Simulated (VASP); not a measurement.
# HgTe (I-4m2) in VASP: a series of runs

The runs below take HgTe through single point, relaxation of cell and atoms, with PBEsol.

Program: VASP 6.6.1. These are calculated values, not measurements. Logs are shortened: lines on timing, memory, paths and dates and some standing lists are left out, and cuts for length are marked.

### 1 The cell of the first run

The structure is tetragonal, space group I-4m2 (No. 119). The conventional cell has a = 5.711 Å, b = 5.711 Å, c = 3.158 Å, α = 90.00°, β = 90.00°, γ = 90.00°. Hg (site symmetry -4m2) has 8 Te at 2.96 to 3.71 Å and 2 Hg at 3.16 Å within 3.9 Å. Within 3.9 Å of Te (site symmetry -4m2) lie 8 Hg at 2.96 to 3.71 Å and 2 Te at 3.16 Å.

### 2 Single point, PBEsol

The input, INCAR:

```
SYSTEM = HgTe
PREC = Accurate
ENCUT = 520
EDIFF = 1E-6
ISMEAR = -1
SIGMA = 0.05
LREAL = .FALSE.
LASPH = .TRUE.
NELM = 60
ALGO = Normal
ISIF = 2
LWAVE = .FALSE.
LCHARG = .FALSE.
GGA = PS
NBANDS = 16
```

The input, KPOINTS:

```
regular mesh
0
G
  10 10 10
  0 0 0
```

The input, POSCAR:

```
HgTe
1.0
   -2.8552718445      2.8552718445      1.5790505654
    2.8552718445     -2.8552718445      1.5790505654
    2.8552718445      2.8552718445     -1.5790505654
Hg Te
1 1
Direct
    0.7500000000      0.2500000000      0.5000000000
    0.0000000000      0.0000000000      0.0000000000
```

Potentials or basis: VASP PAW PBE potentials, release 64 (Hg, Te).

Launch:

```console
> cat potpaw_PBE.64/Hg/POTCAR potpaw_PBE.64/Te/POTCAR > POTCAR
> mpirun -np 1 vasp_std > vasp.out
```

OUTCAR:

```text
SYSTEM = HgTe
   PREC = Accurate
   ENCUT = 520
   EDIFF = 1E-6
   ISMEAR = -1
   LREAL = .FALSE.
   LASPH = .TRUE.
   NELM = 60
   ISIF = 2
   GGA = PS

 ion  position               nearest neighbor table
   1  0.750  0.250  0.500-   2 2.96   2 2.96   2 2.96   2 2.96   2 3.71   2 3.71   2 3.71   2 3.71

   2  0.000  0.000  0.000-   1 2.96   1 2.96   1 2.96   1 2.96   1 3.71   1 3.71   1 3.71   1 3.71

  LATTYP: Found a body centered tetragonal cell.
 ALAT       =     5.7105436890
 C/A-ratio  =     0.5530298519

  Lattice vectors:

 A1 = (  -2.8552718445,   2.8552718445,   1.5790505654)
 A2 = (   2.8552718445,  -2.8552718445,   1.5790505654)
 A3 = (   2.8552718445,   2.8552718445,  -1.5790505654)

Analysis of symmetry for initial positions (statically):
=====================================================================
 Subroutine PRICEL returns:
 Original cell was already a primitive cell.

 Routine SETGRP: Setting up the symmetry group for a
 body centered tetragonal supercell.

 Subroutine GETGRP returns: Found  8 space group operations
 (whereof  8 operations were pure point group operations)
 out of a pool of 16 trial point group operations.

The static configuration has the point symmetry D_2d.

Analysis of symmetry for dynamics (positions and initial velocities):
=====================================================================
 Subroutine PRICEL returns:
 Original cell was already a primitive cell.

 Routine SETGRP: Setting up the symmetry group for a
 body centered tetragonal supercell.

 Subroutine GETGRP returns: Found  8 space group operations
 (whereof  8 operations were pure point group operations)
 out of a pool of 16 trial point group operations.

The dynamic configuration has the point symmetry D_2d.

 Subroutine INISYM returns: Found  8 space group operations
 (whereof  8 operations are pure point group operations),
 and found     1 'primitive' translations

----------------------------------------------------------------------------------------

                                     Primitive cell

  volume of cell :      51.4933

  direct lattice vectors                    reciprocal lattice vectors
    -2.855271844  2.855271844  1.579050565     0.000000000  0.175114675  0.316645971
     2.855271844 -2.855271844  1.579050565     0.175114675  0.000000000  0.316645971
     2.855271844  2.855271844 -1.579050565     0.175114675  0.175114675  0.000000000

  length of vectors
     4.335730077  4.335730077  4.335730077     0.361842259  0.361842259  0.247649548

  position of ions in fractional coordinates (direct lattice)
     0.750000000  0.250000000  0.500000000
     0.000000000  0.000000000  0.000000000

  ion indices of the primitive-cell ions
   primitive index   ion index
                 1           1
                 2           2

----------------------------------------------------------------------------------------

 KPOINTS: regular mesh

Automatic generation of k-mesh.
 Grid dimensions read from file:
 generate k-points for:   10   10   10

 Generating k-lattice:

  Cartesian coordinates                     Fractional coordinates (reciprocal lattice)
     0.000000000  0.017511467  0.031664597     0.100000000 -0.000000000  0.000000000
     0.017511467  0.000000000  0.031664597    -0.000000000  0.100000000  0.000000000
     0.017511467  0.017511467  0.000000000     0.000000000  0.000000000  0.100000000

  Length of vectors
     0.036184226  0.036184226  0.024764955

  Shift w.r.t. Gamma in fractional coordinates (k-lattice)
     0.000000000  0.000000000  0.000000000

 Subroutine IBZKPT returns following result:
 ===========================================

 Found    102 irreducible k-points:

 Following reciprocal coordinates:
            Coordinates               Weight
  0.000000  0.000000  0.000000      1.000000
  0.100000 -0.000000  0.000000      8.000000
  0.200000 -0.000000  0.000000      8.000000
  0.300000  0.000000 -0.000000      8.000000
  0.400000  0.000000 -0.000000      8.000000
  0.500000 -0.000000  0.000000      4.000000
[... 16 lines left out ...]
  0.300000  0.300000  0.000000      8.000000
  0.400000  0.300000  0.000000     16.000000
 [... further k-points ...]
   k-points           NKPTS =    102   k-points in BZ     NKDIM =    102   number of bands    NBANDS=     16
   number of dos      NEDOS =    301   number of ions     NIONS =      2
   total plane-waves  NPLWV =  32768
   dimension x,y,z NGX =    32 NGY =   32 NGZ =   32
   dimension x,y,z NGXF=    64 NGYF=   64 NGZF=   64
   ions per type =               1   1
   NGX,Y,Z   is equivalent  to a cutoff of  12.27, 12.27, 12.27 a.u.
   NGXF,Y,Z  is equivalent  to a cutoff of  24.54, 24.54, 24.54 a.u.
 SYSTEM =  HgTe
   PREC   = accura    normal or accurate (medium, high low for compatibility)
   ISTART =      0    job   : 0-new  1-cont  2-samecut
   ICHARG =      2    charge: 1-file 2-atom 10-const
   ISPIN  =      1    spin polarized calculation?
   LNONCOLLINEAR =      F non collinear calculations
   LSORBIT =      F    spin-orbit coupling
   LASPH  =      T    aspherical Exc in radial PAW
   ENCUT  =  520.0 eV  38.22 Ry    6.18 a.u.   8.06  8.06  8.06*2*pi/ulx,y,z
   NELM   =     60;   NELMIN=  2; NELMDL= -5     # of ELM steps
   EDIFF  = 0.1E-05   stopping-criterion for ELM
   LREAL  =      F    real-space projection
   EDIFFG = 0.1E-04   stopping-criterion for IOM
   NSW    =      0    number of steps for IOM
   IBRION =     -1    ionic relax: 0-MD 1-quasi-New 2-CG
   NFREE  =      0    steps in history (QN), initial steepest desc. (CG)
   ISIF   =      2    stress and relaxation
   ISYM   =      2    0-nonsym 1-usesym 2-fastsym
   POTIM  = 0.5000    time-step for ionic-motion
   TEBEG  =    0.0;   TEEND  =   0.0 temperature during run
   PSTRESS=    0.0 pullay stress
   NELECT =      18.0000    total number of electrons
   NUPDOWN=      -1.0000    fix difference up-down
   EMIN   =  10.00;   EMAX   =-10.00  energy-range for DOS
   EFERMI =   0.00;   METHOD = LEGACY
   ISMEAR =    -1;   SIGMA  =   0.05  broadening in eV -4-tet -1-fermi 0-gaus
   EFERMI_NEDOS =   21; number of points for ismear=-14 and -15
   IALGO  =     38    algorithm
   IMIX   =      4    mixing-type and parameters
     AMIX     =   0.40;   BMIX     =  1.00
     AMIX_MAG =   1.60;   BMIX_MAG =  1.00
  volume/ion in A,a.u.               =      25.75       173.75
  Fermi-wavevector in a.u.,A,eV,Ry     =   1.153228  2.179286 18.094876  1.329936
  Thomas-Fermi vector in A             =   2.289874
   LORBIT       =      0    0 simple, 1 ext, 2 COOP (PROOUT), +10 PAW based schemes
   GGA     = PS    functional components
   LHFCALC =     F    Hartree Fock is set to
   AEXX    =    0.0000 exact exchange contribution
   IVDW    =     0    specifies the selected vdW correction
   LEPSILON=     F    determine dielectric tensor
   LRPA    =     F    only Hartree local field effects (RPA)
 non-spin polarized calculation
  energy-cutoff  :      520.00
  volume of cell :       51.49
 maximum number of plane-waves:      1412
   NGX = 17   NGY = 17   NGZ = 17

 number of electron      18.0000005 magnetization

 Free energy of the ion-electron system (eV)
  ---------------------------------------------------
  ext. energy  EPLUGINS =         0.00000000
  ---------------------------------------------------
  free energy    TOTEN  =        -4.13806759 eV

  energy without entropy =       -4.13341999  energy(sigma->0) =       -4.13574379

 E-fermi :   5.6870     XC(G=0): -10.5593

 val. band max:        5.5904351251   @ k =   0.4000   0.1000   0.0000
 cond. band min:       5.6943117151   @ k =  -0.2000  -0.2000   0.1000
 fundamental gap:      0.1038765900
 Fermi energy:         5.6869736719

 k-point     1 :       0.0000    0.0000    0.0000
  band No.  band energies     occupation
      1      -7.5715      2.00000
      2      -2.0879      2.00000
      3      -1.6256      2.00000
      4      -1.4972      2.00000
      5      -1.0612      2.00000
      6      -1.0612      2.00000
[... 8 lines left out ...]
     15      16.3166      0.00000
     16      16.8220      0.00000

 k-point     2 :       0.1000   -0.0000    0.0000
  band No.  band energies     occupation
      1      -7.4058      2.00000
      2      -1.9517      2.00000
      3      -1.6030      2.00000
      4      -1.5260      2.00000
      5      -1.1401      2.00000
      6      -1.1359      2.00000
[... 8 lines left out ...]
     15      15.6549      0.00000
     16      15.6590      0.00000

 k-point     3 :       0.2000   -0.0000    0.0000
  band No.  band energies     occupation
      1      -6.9279      2.00000
      2      -1.6346      2.00000
      3      -1.5660      2.00000
      4      -1.5583      2.00000
      5      -1.3071      2.00000
      6      -1.2930      2.00000
[... 8 lines left out ...]
     15      14.6499      0.00000
     16      15.6782      0.00000

 k-point     4 :       0.3000    0.0000   -0.0000
  band No.  band energies     occupation
      1      -6.2110      2.00000
      2      -1.7083      2.00000
      3      -1.6680      2.00000
      4      -1.4317      2.00000
      5      -1.3365      2.00000
      6      -1.1370      2.00000
[... 8 lines left out ...]
     15      13.9220      0.00000
     16      16.8279      0.00000
[... 324 lines left out ...]
 k-point    22 :      -0.2000    0.2000    0.0000
  band No.  band energies     occupation
      1      -7.3297      2.00000
      2      -2.1043      2.00000
      3      -1.6745      2.00000
      4      -1.6508      2.00000
      5      -1.0682      2.00000
      6      -1.0123      2.00000
[... 8 lines left out ...]
     15      16.1396      0.00000
     16      16.9740      0.00000

 k-point    23 :       0.3000    0.3000    0.0000
  band No.  band energies     occupation
      1      -5.2085      2.00000
      2      -1.9496      2.00000
      3      -1.7148      2.00000
      4      -1.2929      2.00000
      5      -1.2571      2.00000
      6      -1.0011      2.00000
[... 8 lines left out ...]
     15      15.6675      0.00000
     16      16.4159      0.00000

 k-point    24 :       0.4000    0.3000    0.0000
  band No.  band energies     occupation
      1      -5.7465      2.00000
      2      -1.8383      2.00000
      3      -1.6861      2.00000
      4      -1.3723      2.00000
      5      -1.2831      2.00000
      6      -1.1519      2.00000
[... 8 lines left out ...]
     15      15.7029      0.00000
     16      17.2510      0.00000

 [... further k-points ...]
[... 5 lines left out ...]
  --------------------------------------------------------------------------------------
  -------------------------------------------------------------------------------------
  Total        0.7044209      0.7044209      0.7029931      0.0000000      0.0000000      0.0000000
  in kB       21.9175433     21.9175433     21.8731163      0.0000000      0.0000000      0.0000000
  external PRESSURE =      21.9027343 kB  Pullay stress =       0.0000000 kB

 VOLUME and BASIS-vectors are now :
 -----------------------------------------------------------------------------
  energy-cutoff  :      520.00
  volume of cell :       51.49
      direct lattice vectors                 reciprocal lattice vectors
    -2.855271844  2.855271844  1.579050565     0.000000000  0.175114675  0.316645971
     2.855271844 -2.855271844  1.579050565     0.175114675  0.000000000  0.316645971
     2.855271844  2.855271844 -1.579050565     0.175114675  0.175114675  0.000000000

 POSITION                                       TOTAL-FORCE (eV/Angst)
 -----------------------------------------------------------------------------------
     -0.00000      2.85527      0.78953         0.000000      0.000000      0.000000
      0.00000      0.00000      0.00000        -0.000000     -0.000000     -0.000000
 -----------------------------------------------------------------------------------
    total drift:                               -0.000000      0.000000      0.000000

  FREE ENERGIE OF THE ION-ELECTRON SYSTEM (eV)
  ---------------------------------------------------
  free  energy   TOTEN  =        -4.1380675904 eV

  energy  without entropy=       -4.1334199887  energy(sigma->0) =       -4.13574379
```

Run time: 25 s. Hardware: 1 thread of Intel Xeon 6975P-C (Granite Rapids), shared host; peak memory 0.23 GiB.

Results:

| Property | Result |
| --- | --- |
| Free energy | -4.1381 eV |
| Pressure | 2.2 GPa |
| Band gap on the k mesh | zero (band 9 reaches 7.76 eV, above the bottom of band 10 at 3.50 eV) |

Caveat: the PAW data sets were made with another functional, which shifts forces and pressure a little; spin-orbit coupling is left out, which moves the levels of the heavy elements.

### 3 Single point, PBEsol

This run uses another cell than the first one, of 26.60 Å³/atom, 1.033 times its volume.

The input, INCAR:

```
ALGO = Normal
EDIFF = 1E-6
ENCUT = 520
GGA = PS
ISIF = 2
ISMEAR = -1
LASPH = True
LCHARG = False
LREAL = False
LWAVE = False
NBANDS = 16
NELM = 60
PREC = Accurate
SIGMA = 0.05
```

The input, KPOINTS:

```
k-points
0
Gamma
  10 10 10
```

The input, POSCAR:

```
HgTe
1.0
   -2.8852067610      2.8852067610      1.5979407428
    2.8852067610     -2.8852067610      1.5979407428
    2.8852067610      2.8852067610     -1.5979407428
Hg Te
1 1
Direct
    0.7500000000      0.2500000000      0.5000000000
    0.0000000000      0.0000000000      0.0000000000
```

Potentials or basis: VASP PAW PBE potentials, release 64 (Hg, Te).

Launch:

```console
> cat potpaw_PBE.64/Hg/POTCAR potpaw_PBE.64/Te/POTCAR > POTCAR
> mpirun -np 1 vasp_std > vasp.out
```

Run time: 38 s. Hardware: 1 thread of Intel Xeon 6975P-C (Granite Rapids), shared host; peak memory 0.26 GiB.

The run converged. Its results:

```
Free energy            : -4.1507 eV
Pressure               : 0.2 GPa
Band gap on the k mesh : zero (band 9 reaches 7.42 eV, above the bottom of band 10 at 3.20 eV)
```

Levels at points of the mesh, in eV from the Fermi level:
```csv
k point,band 6,band 7,band 8,band 9,band 10,band 11,band 12,band 13
"(0.00, 0.00, 0.00)",-6.65,-3.07,-2.52,-2.52,2.81,4.67,7.70,7.70
"(0.50, 0.00, 0.00)",-6.65,-4.80,-2.29,-1.58,-0.55,3.48,3.53,6.04
"(0.50, 0.50, 0.00)",-6.54,-6.46,-0.59,2.12,2.15,2.33,3.48,8.13
"(0.50, 0.50, 0.50)",-6.25,-4.88,-4.88,-4.65,2.32,6.03,9.25,9.25
```

Caveat: the PAW data sets were made with another functional, which shifts forces and pressure a little; spin-orbit coupling is left out, which moves the levels of the heavy elements.

### 4 Relaxation of cell and atoms, PBEsol

This run uses another cell than the first one, of 28.93 Å³/atom, 1.124 times its volume.

The input, INCAR:

```
SYSTEM = HgTe
PREC = Accurate
ENCUT = 600
EDIFF = 1E-6
ISMEAR = -1
SIGMA = 0.05
LREAL = .FALSE.
LASPH = .TRUE.
NELM = 80
ALGO = Normal
ISIF = 3
LWAVE = .FALSE.
LCHARG = .FALSE.
GGA = PS
IBRION = 2
NSW = 60
EDIFFG = -0.01
```

The input, KPOINTS:

```
regular mesh
0
G
  10 10 10
  0 0 0
```

The input, POSCAR:

```
HgTe
1.0
   -3.0456030000      3.0456030000      1.5594100000
    3.0456030000     -3.0456030000      1.5594100000
    3.0456030000      3.0456030000     -1.5594100000
Hg Te
1 1
Direct
    0.7500000000      0.2500000000      0.5000000000
    0.0000000000      0.0000000000      0.0000000000
```

Launch:

```console
> cat potpaw_PBE.64/Hg/POTCAR potpaw_PBE.64/Te/POTCAR > POTCAR
> mpirun -np 1 vasp_std > vasp.out
```

Run time: 5.5 min. Hardware: 1 thread of Intel Xeon 6975P-C (Granite Rapids), shared host; peak memory 0.32 GiB.

The run converged. Its results:

```yaml
Free_energy: -4.1509 eV
Relaxed_volume: 26.68 Å³/atom
Relaxed_cell: a = 4.387 Å, b = 4.387 Å, c = 4.387 Å, α = 97.63°, β = 97.63°, γ = 137.25°
Space_group_after_relaxing_to_0.05_Å: I-4m2 (No. 119)
Energy_gained_by_relaxing: 52.0 meV/atom
Ionic_steps: 10
Pressure_after_relaxing: 0.0 GPa
Band_gap_on_the_k_mesh: zero (band 9 reaches 7.38 eV, above the bottom of band 10 at 3.17 eV)
```

The path:
| step | energy change (eV) | largest force (eV/Å) | pressure (GPa) | volume (Å³) |
| --- | --- | --- | --- | --- |
| 1 | 0.0000 | 0.0000 | -3.18 | 57.86 |
| 2 | -0.0858 | 0.0000 | 0.34 | 53.15 |
| 3 | -0.0876 | 0.0000 | 1.06 | 52.48 |
| 4 | -0.1025 | 0.0000 | 0.69 | 52.77 |
| 5 | -0.1025 | 0.0000 | 0.70 | 52.76 |
| 6 | -0.1037 | 0.0000 | -0.26 | 53.65 |
| 7 | -0.1039 | 0.0000 | -0.06 | 53.38 |
| 8 | -0.1039 | 0.0000 | 0.05 | 53.33 |
| 9 | -0.1039 | 0.0000 | 0.05 | 53.35 |
| 10 | -0.1039 | 0.0000 | 0.03 | 53.37 |

Final structure:
```cif
data_structure
_symmetry_space_group_name_H-M 'P 1'
_symmetry_Int_Tables_number 1
_cell_length_a 4.3870
_cell_length_b 4.3870
_cell_length_c 4.3870
_cell_angle_alpha 97.633
_cell_angle_beta 97.633
_cell_angle_gamma 137.252
_cell_volume 53.37
loop_
_atom_site_label
_atom_site_type_symbol
_atom_site_fract_x
_atom_site_fract_y
_atom_site_fract_z
_atom_site_occupancy
Hg1 Hg 0.75000 0.25000 0.50000 1
Te1 Te 0.00000 0.00000 0.00000 1
```

Levels at points of the mesh, in eV from the Fermi level:
```tsv
k point	band 5	band 6	band 7	band 8	band 9	band 10	band 11	band 12	band 13
(0.00, 0.00, 0.00)	-6.64	-6.64	-3.08	-2.52	-2.52	2.81	4.67	7.68	7.68
(0.50, 0.00, 0.00)	-6.79	-6.64	-4.79	-2.28	-1.57	-0.54	3.48	3.52	6.03
(0.50, 0.50, 0.00)	-6.58	-6.53	-6.45	-0.59	2.13	2.16	2.31	3.48	8.13
(0.50, 0.50, 0.50)	-6.58	-6.24	-4.86	-4.86	-4.64	2.32	6.04	9.23	9.23
```

Caveat: the PAW data sets were made with another functional, which shifts forces and pressure a little; spin-orbit coupling is left out, which moves the levels of the heavy elements.

(Continued in part 2 of 2.)
